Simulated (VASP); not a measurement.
Here is a VASP 6.6.1 calculation.

Contents of INCAR:

```
SYSTEM = GaP
ALGO = Normal
EDIFF = 1E-7
ENCUT = 520
GGA = PE
ISIF = 2
ISMEAR = -1
LASPH = .TRUE.
LCHARG = .FALSE.
LREAL = .FALSE.
LWAVE = .FALSE.
NBANDS = 26
NELM = 80
PREC = Accurate
SIGMA = 0.02
```

KPOINTS

```
k-points
0
G
  8 8 1
  0 0 0
```

Contents of POSCAR:

```
GaP
1.0
    3.5965004571      0.0000000000      0.0000000000
   -1.7982502286      3.1146607606      0.0000000000
    0.0000000000      0.0000000000      6.0305309388
Ga P
2 2
Direct
    0.0000000000      0.0000000000      0.0000000000
    0.0000000000      0.0000000000      0.5000000000
    0.3333333333      0.6666666667      0.2500000000
    0.6666666667      0.3333333333      0.7500000000
```

Potentials or basis: VASP PAW PBE potentials, release 64 (Ga_d, P).

Launch:

```console
$ cat potpaw_PBE.64/Ga_d/POTCAR potpaw_PBE.64/P/POTCAR > POTCAR
$ mpirun -np 1 vasp_std > vasp.out
```

Task: What does it give for the pressure?

Result: 1.8 GPa.

Task: Predict the band gap on the k mesh.

Result: Zero (band 18 reaches 7.14 eV, above the bottom of band 19 at 4.67 eV).

Stress tensor (GPa, compression positive):
```
 3.44  0.00  0.00
 0.00  3.44  0.00
 0.00  0.00 -1.62
```

Caveat: the k points lie up to 1.04 Å⁻¹ apart.
